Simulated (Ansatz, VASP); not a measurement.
This is a calculation of Ga3Se for Ansatz 0.2.0.

File input.yaml:

```yaml
crystal:
  lattice:
    - [4.432465, 0.0, 0.0]
    - [0.0, 4.432465, 0.0]
    - [0.0, 0.0, 4.432465]
  atoms:
    - { symbol: Se, position: [0.0, 0.0, 0.0] }
    - { symbol: Ga, position: [0.5, 0.5, 0.0] }
    - { symbol: Ga, position: [0.5, 0.0, 0.5] }
    - { symbol: Ga, position: [0.0, 0.5, 0.5] }
kpoints:
  mp_grid: { grid: [6, 6, 6] }
scf:
  occupations: { method: fermi_dirac, width: 0.05 }
hamiltonian:
  xc: lda
  pseudopotentials: { kind: all_electron, lapw: { basis_error: 0.002 } }
output:
  forces: true
  stress: true
  eigenvalues: true
```

Potentials or basis: all-electron LAPW, scalar-relativistic.

Launch:

```sh
$ ansatz run input.yaml --threads 2 --pin off --max-ram 8192MiB --backend cpu --events-out ev --progress --plain --runs-dir out
```

**Question.** Translate it to VASP 6.6.1. Potentials there: VASP PAW LDA potentials, release 64 (Se, Ga_d).

**Answer.** As run (the cutoff follows the program's own potentials):

Contents of INCAR:

```
SYSTEM = Ga3Se
PREC = Accurate
ENCUT = 520
EDIFF = 1E-6
ISMEAR = -1
SIGMA = 0.05
LREAL = .False.
LASPH = .True.
NELM = 60
ALGO = Normal
ISIF = 2
LWAVE = .False.
LCHARG = .False.
NBANDS = 30
```

Contents of KPOINTS:

```
regular mesh
0
Gamma
  6 6 6
  0 0 0
```

File POSCAR:

```
Ga3Se
1.0
    4.4324650000      0.0000000000      0.0000000000
    0.0000000000      4.4324650000      0.0000000000
    0.0000000000      0.0000000000      4.4324650000
Se Ga
1 3
Direct
    0.0000000000      0.0000000000      0.0000000000
    0.5000000000      0.5000000000      0.0000000000
    0.5000000000      0.0000000000      0.5000000000
    0.0000000000      0.5000000000      0.5000000000
```

Potentials or basis: VASP PAW LDA potentials, release 64 (Se, Ga_d).

Command:

```bash
$ cat potpaw_LDA.64/Se/POTCAR potpaw_LDA.64/Ga_d/POTCAR > POTCAR
$ mpirun -np 1 vasp_std > vasp.out
```

Both were run:

|  | VASP | Ansatz | Ansatz less VASP |
| --- | --- | --- | --- |
| gap on the k mesh at the Fermi level (eV) | none | none | - |
| pressure (GPa) | -4.8 | -4.9 | -0.08 |

LDA's correlation is that of Perdew and Zunger in VASP and of Perdew and Wang (1992) in Ansatz. A gap of «none» marks a metal or a gap that the smearing closes. Ansatz ran all-electron here, and VASP with PAW potentials.
